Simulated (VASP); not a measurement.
# MgO (Fm-3m) in VASP: further runs

The runs below take MgO through single point, with RPBE+D3(BJ), RPBE, PBEsol+D4, BLYP.

All numbers are computed with VASP 6.6.1; they aren't measurements. Logs are shortened: lines on timing, memory, paths and dates and some standing lists are left out, and cuts for length are marked.

## (1) The cell of the first run

The structure is cubic, space group Fm-3m (No. 225). Conventional cell: a = 4.076 Å, b = 4.076 Å, c = 4.076 Å, α = 90.00°, β = 90.00°, γ = 90.00°. Mg (site symmetry m-3m) has 6 O at 2.04 Å within 2.7 Å. Within 2.7 Å of O (site symmetry m-3m) lie 6 Mg at 2.04 Å.

## (2) Single point, RPBE+D3(BJ)

Contents of INCAR:

```
SYSTEM = MgO
PREC     = Accurate       ! precision mode
ENCUT    = 520            ! plane-wave cutoff, eV
EDIFF    = 1E-6           ! SCF threshold, eV
ISMEAR   = -1             ! smearing method
SIGMA    = 0.05           ! smearing width, eV
LREAL    = .False.        ! projectors in reciprocal space
LASPH    = .True.         ! aspherical terms in the spheres
NELM     = 80             ! most SCF steps
ALGO     = Normal         ! electronic algorithm
ISIF     = 2              ! what is computed and relaxed
LWAVE    = .False.        ! write WAVECAR
LCHARG   = .True.         ! write CHGCAR
GGA      = RP             ! functional
IVDW     = 12             ! dispersion correction
LELF     = .True.         ! ELF
LVHAR    = .True.       
NBANDS   = 11             ! bands
```

Contents of KPOINTS:

```
Automatic mesh
0
Gamma
  11 11 11
  0 0 0
```

Contents of POSCAR:

```
MgO
1.0
    0.0000000000      2.0382112337      2.0382112337
    2.0382112337      0.0000000000      2.0382112337
    2.0382112337      2.0382112337      0.0000000000
Mg O
1 1
Direct
    0.0000000000      0.0000000000      0.0000000000
    0.5000000000      0.5000000000      0.5000000000
```

Potentials or basis: VASP PAW PBE potentials, release 64 (Mg, O).

The run is started by

```
> cat potpaw_PBE.64/Mg/POTCAR potpaw_PBE.64/O/POTCAR > POTCAR
> mpirun -np 1 vasp_std > vasp.out
```

OUTCAR:

```text
SYSTEM = MgO
   PREC = Accurate
   ENCUT = 520
   EDIFF = 1E-6
   ISMEAR = -1
   LREAL = .False.
   LASPH = .True.
   NELM = 80
   ISIF = 2
   GGA = RP
   IVDW = 12
 IVDW          = 12

 ion  position               nearest neighbor table
   1  0.000  0.000  0.000-   2 2.04   2 2.04   2 2.04   2 2.04   2 2.04   2 2.04
   2  0.500  0.500  0.500-   1 2.04   1 2.04   1 2.04   1 2.04   1 2.04   1 2.04

  LATTYP: Found a face centered cubic cell.
 ALAT       =     4.0764224674

  Lattice vectors:

 A1 = (   0.0000000000,   2.0382112337,   2.0382112337)
 A2 = (   2.0382112337,   0.0000000000,   2.0382112337)
 A3 = (   2.0382112337,   2.0382112337,   0.0000000000)

Analysis of symmetry for initial positions (statically):
=====================================================================
 Subroutine PRICEL returns:
 Original cell was already a primitive cell.

 Routine SETGRP: Setting up the symmetry group for a
 face centered cubic supercell.

 Subroutine GETGRP returns: Found 48 space group operations
 (whereof 48 operations were pure point group operations)
 out of a pool of 48 trial point group operations.

The static configuration has the point symmetry O_h .

Analysis of symmetry for dynamics (positions and initial velocities):
=====================================================================
 Subroutine PRICEL returns:
 Original cell was already a primitive cell.

 Routine SETGRP: Setting up the symmetry group for a
 face centered cubic supercell.

 Subroutine GETGRP returns: Found 48 space group operations
 (whereof 48 operations were pure point group operations)
 out of a pool of 48 trial point group operations.

The dynamic configuration has the point symmetry O_h .

 Subroutine INISYM returns: Found 48 space group operations
 (whereof 48 operations are pure point group operations),
 and found     1 'primitive' translations

----------------------------------------------------------------------------------------

                                     Primitive cell

  volume of cell :      16.9347

  direct lattice vectors                    reciprocal lattice vectors
     0.000000000  2.038211234  2.038211234    -0.245313141  0.245313141  0.245313141
     2.038211234  0.000000000  2.038211234     0.245313141 -0.245313141  0.245313141
     2.038211234  2.038211234  0.000000000     0.245313141  0.245313141 -0.245313141

  length of vectors
     2.882465970  2.882465970  2.882465970     0.424894824  0.424894824  0.424894824

  position of ions in fractional coordinates (direct lattice)
     0.000000000  0.000000000  0.000000000
     0.500000000  0.500000000  0.500000000

  ion indices of the primitive-cell ions
   primitive index   ion index
                 1           1
                 2           2

----------------------------------------------------------------------------------------

 KPOINTS: Automatic mesh

Automatic generation of k-mesh.
 Grid dimensions read from file:
 generate k-points for:   11   11   11

 Generating k-lattice:

  Cartesian coordinates                     Fractional coordinates (reciprocal lattice)
    -0.022301195  0.022301195  0.022301195     0.090909091  0.000000000  0.000000000
     0.022301195 -0.022301195  0.022301195     0.000000000  0.090909091  0.000000000
     0.022301195  0.022301195 -0.022301195     0.000000000  0.000000000  0.090909091

  Length of vectors
     0.038626802  0.038626802  0.038626802

  Shift w.r.t. Gamma in fractional coordinates (k-lattice)
     0.000000000  0.000000000  0.000000000

 Subroutine IBZKPT returns following result:
 ===========================================

 Found     56 irreducible k-points:

 Following reciprocal coordinates:
            Coordinates               Weight
  0.000000  0.000000  0.000000      1.000000
  0.090909  0.000000  0.000000      8.000000
  0.181818  0.000000  0.000000      8.000000
  0.272727  0.000000  0.000000      8.000000
  0.363636  0.000000  0.000000      8.000000
  0.454545  0.000000  0.000000      8.000000
[... 16 lines left out ...]
 -0.272727  0.181818  0.000000     24.000000
 -0.181818  0.181818  0.000000     12.000000
 [... further k-points ...]
   k-points           NKPTS =     56   k-points in BZ     NKDIM =     56   number of bands    NBANDS=     11
   number of dos      NEDOS =    301   number of ions     NIONS =      2
   total plane-waves  NPLWV =  13824
   dimension x,y,z NGX =    24 NGY =   24 NGZ =   24
   dimension x,y,z NGXF=    48 NGYF=   48 NGZF=   48
   ions per type =               1   1
   NGX,Y,Z   is equivalent  to a cutoff of  13.84, 13.84, 13.84 a.u.
   NGXF,Y,Z  is equivalent  to a cutoff of  27.68, 27.68, 27.68 a.u.
 SYSTEM =  MgO
   PREC   = accura    normal or accurate (medium, high low for compatibility)
   ISTART =      0    job   : 0-new  1-cont  2-samecut
   ICHARG =      2    charge: 1-file 2-atom 10-const
   ISPIN  =      1    spin polarized calculation?
   LNONCOLLINEAR =      F non collinear calculations
   LSORBIT =      F    spin-orbit coupling
   LASPH  =      T    aspherical Exc in radial PAW
   ENCUT  =  520.0 eV  38.22 Ry    6.18 a.u.   5.36  5.36  5.36*2*pi/ulx,y,z
   NELM   =     80;   NELMIN=  2; NELMDL= -5     # of ELM steps
   EDIFF  = 0.1E-05   stopping-criterion for ELM
   LREAL  =      F    real-space projection
   EDIFFG = 0.1E-04   stopping-criterion for IOM
   NSW    =      0    number of steps for IOM
   IBRION =     -1    ionic relax: 0-MD 1-quasi-New 2-CG
   NFREE  =      0    steps in history (QN), initial steepest desc. (CG)
   ISIF   =      2    stress and relaxation
   ISYM   =      2    0-nonsym 1-usesym 2-fastsym
   POTIM  = 0.5000    time-step for ionic-motion
   TEBEG  =    0.0;   TEEND  =   0.0 temperature during run
   PSTRESS=    0.0 pullay stress
   NELECT =       8.0000    total number of electrons
   NUPDOWN=      -1.0000    fix difference up-down
   EMIN   =  10.00;   EMAX   =-10.00  energy-range for DOS
   EFERMI =   0.00;   METHOD = LEGACY
   ISMEAR =    -1;   SIGMA  =   0.05  broadening in eV -4-tet -1-fermi 0-gaus
   EFERMI_NEDOS =   21; number of points for ismear=-14 and -15
   IALGO  =     38    algorithm
   IMIX   =      4    mixing-type and parameters
     AMIX     =   0.40;   BMIX     =  1.00
     AMIX_MAG =   1.60;   BMIX_MAG =  1.00
  volume/ion in A,a.u.               =       8.47        57.14
  Fermi-wavevector in a.u.,A,eV,Ry     =   1.275006  2.409412 22.118187  1.625641
  Thomas-Fermi vector in A             =   2.407743
   LORBIT       =      0    0 simple, 1 ext, 2 COOP (PROOUT), +10 PAW based schemes
   GGA     = RP    functional components
   LHFCALC =     F    Hartree Fock is set to
   AEXX    =    0.0000 exact exchange contribution
   IVDW    =    12    specifies the selected vdW correction
   LEPSILON=     F    determine dielectric tensor
   LRPA    =     F    only Hartree local field effects (RPA)
 non-spin polarized calculation
  energy-cutoff  :      520.00
  volume of cell :       16.93
 maximum number of plane-waves:       470
 NGX is ok and might be reduce to    24
   NGX = 11   NGY = 11   NGZ = 11

 number of electron       7.9999997 magnetization

 Free energy of the ion-electron system (eV)
  ---------------------------------------------------
  ext. energy  EPLUGINS =         0.00000000
  ---------------------------------------------------
  free energy    TOTEN  =       -11.01439603 eV

  energy without entropy =      -11.01439603  energy(sigma->0) =      -11.01439603

 E-fermi :   5.1095     XC(G=0): -11.3312

 val. band max:        4.1201532191   @ k =   0.0000   0.0000   0.0000
 cond. band min:       9.9618674144   @ k =   0.0000   0.0000   0.0000
 fundamental gap:      5.8417141953
 Fermi energy:         5.1094918946

 k-point     1 :       0.0000    0.0000    0.0000
  band No.  band energies     occupation
      1     -13.7491      2.00000
      2       4.1202      2.00000
      3       4.1202      2.00000
      4       4.1202      2.00000
      5       9.9619      0.00000
      6      20.6050      0.00000
      7      20.6050      0.00000
      8      20.6050      0.00000
      9      24.7441      0.00000
     10      26.6830      0.00000
     11      26.6830      0.00000

 k-point     2 :       0.0909    0.0000    0.0000
  band No.  band energies     occupation
      1     -13.6472      2.00000
      2       3.5597      2.00000
      3       4.0538      2.00000
      4       4.0538      2.00000
      5      10.4809      0.00000
      6      19.4796      0.00000
      7      20.8379      0.00000
      8      20.8379      0.00000
      9      26.1822      0.00000
     10      26.1822      0.00000
     11      26.3506      0.00000

 k-point     3 :       0.1818    0.0000    0.0000
  band No.  band energies     occupation
      1     -13.3610      2.00000
      2       2.3192      2.00000
      3       3.8810      2.00000
      4       3.8810      2.00000
      5      11.5437      0.00000
      6      18.0416      0.00000
      7      21.3874      0.00000
      8      21.3874      0.00000
      9      25.5308      0.00000
     10      25.5308      0.00000
     11      28.1333      0.00000
[... 267 lines left out ...]
 k-point    23 :      -0.2727    0.1818    0.0000
  band No.  band energies     occupation
      1     -12.4653      2.00000
      2       0.3404      2.00000
      3       2.3965      2.00000
      4       3.4599      2.00000
      5      14.0329      0.00000
      6      16.7960      0.00000
      7      20.1085      0.00000
      8      22.8284      0.00000
      9      24.7312      0.00000
     10      26.9041      0.00000
     11      30.8161      0.00000

 k-point    24 :      -0.1818    0.1818    0.0000
  band No.  band energies     occupation
      1     -12.8315      2.00000
      2       1.0733      2.00000
      3       2.8805      2.00000
      4       3.6717      2.00000
      5      13.2623      0.00000
      6      16.7966      0.00000
      7      20.8603      0.00000
      8      22.9730      0.00000
      9      23.4879      0.00000
     10      26.6999      0.00000
     11      30.6319      0.00000

 [... further k-points ...]

------------------------ aborting loop because EDIFF is reached ----------------------------------------

 Edisp (eV)   -2.90555

 E8    (eV) :    -1.7583

  FORCE on cell =-STRESS in cart. coord.  units (eV):
  Direction    XX          YY          ZZ          XY          YZ          ZX
  --------------------------------------------------------------------------------------
  -------------------------------------------------------------------------------------
  Total      -0.08804    -0.08804    -0.08804    -0.00000    -0.00000    -0.00000
  in kB      -8.32901    -8.32901    -8.32901    -0.00000    -0.00000    -0.00000
  external pressure =       -8.33 kB  Pullay stress =        0.00 kB

 VOLUME and BASIS-vectors are now :
 -----------------------------------------------------------------------------
  energy-cutoff  :      520.00
  volume of cell :       16.93
      direct lattice vectors                 reciprocal lattice vectors
     0.000000000  2.038211234  2.038211234    -0.245313141  0.245313141  0.245313141
     2.038211234  0.000000000  2.038211234     0.245313141 -0.245313141  0.245313141
     2.038211234  2.038211234  0.000000000     0.245313141  0.245313141 -0.245313141

 POSITION                                       TOTAL-FORCE (eV/Angst)
 -----------------------------------------------------------------------------------
      0.00000      0.00000      0.00000        -0.000000     -0.000000     -0.000000
      2.03821      2.03821      2.03821         0.000000      0.000000      0.000000
 -----------------------------------------------------------------------------------
    total drift:                               -0.000000     -0.000000      0.000000

  FREE ENERGIE OF THE ION-ELECTRON SYSTEM (eV)
  ---------------------------------------------------
  free  energy   TOTEN  =       -13.9199506789 eV

  energy  without entropy=      -13.9199506789  energy(sigma->0) =      -13.91995068
```

Wall time 16 s (1 thread of Intel Xeon 8259CL, shared host); peak memory 0.15 GiB.

What came out:

```
Free energy                : -13.9200 eV
Pressure                   : -0.8 GPa
Band gap on the k mesh     : 5.84 eV, direct
Dispersion energy per atom : -1.453 eV
```

Caveat: the PAW data sets were made with another functional, which shifts forces and pressure a little. As with any semilocal functional, this RPBE gap is likely too small.

(Part 1 of 2 ends here.)
